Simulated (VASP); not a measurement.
Wanted: the native input for a VASP 6.6.1 run.

- Task: single point
- Functional: PBE
- Potentials or basis: VASP PAW PBE potentials, release 64 (H)
- Cutoff: 520 eV
- k mesh: 8 × 8 × 8
- Occupations: gaussian, width 0.1 eV
- Spin: no spin polarisation
- Dipole correction: no
- Further INCAR settings: ALGO = Normal; EDIFF = 1e-07; NBANDS = 14

The structure of H lies in POSCAR:

```
H
1.0
    0.0591356791      5.0202521532      3.4611533940
    3.4472031715      0.0031263808      3.5035903401
    3.3764860574      5.0214969102      0.0903149509
H
8
Direct
    0.1716562274      0.0398632506      0.0284989273
    0.0261944873      0.7622088724      0.6699794907
   -0.0245174139      0.7350567500      0.8300150382
   -0.1725873173      0.4588072112      0.4707719016
    0.3309876154     -0.0445419381      0.9772863457
    0.4745657060      0.2461190570      0.3280782106
    0.5255299186      0.2556316491      1.1713418237
    0.6681707766      0.5468551478      0.5240282622
```

These files were run (other wordings do the same):

INCAR

```
SYSTEM = H
PREC     = Accurate       ! precision mode
ENCUT    = 520            ! plane-wave cutoff, eV
EDIFF    = 1E-7           ! SCF threshold, eV
ISMEAR   = 0              ! smearing method
SIGMA    = 0.1            ! smearing width, eV
LREAL    = .FALSE.        ! projectors in reciprocal space
LASPH    = .TRUE.         ! aspherical terms in the spheres
NELM     = 60             ! most SCF steps
ALGO     = Normal         ! electronic algorithm
ISIF     = 2              ! what is computed and relaxed
LWAVE    = .FALSE.        ! write WAVECAR
LCHARG   = .FALSE.        ! write CHGCAR
GGA      = PE             ! functional
NBANDS   = 14             ! bands
```

KPOINTS

```
regular mesh
0
G
  8 8 8
  0 0 0
```

Potentials or basis: VASP PAW PBE potentials, release 64 (H).

Run with:

```bash
$ cat potpaw_PBE.64/H/POTCAR > POTCAR
$ mpirun -np 1 vasp_std > vasp.out
```

It gave:

* Pressure: -0.1 GPa
* Largest force: 0.018 eV/Å
* Band gap on the k mesh: 9.31 eV

Caveat: this functional lacks dispersion, which holds the molecules together, so the pressure and a relaxed volume are unreliable.

It took 13 min on 1 thread of Oxide Virtual Turin-like Processor (shared host), peak memory 0.45 GiB.
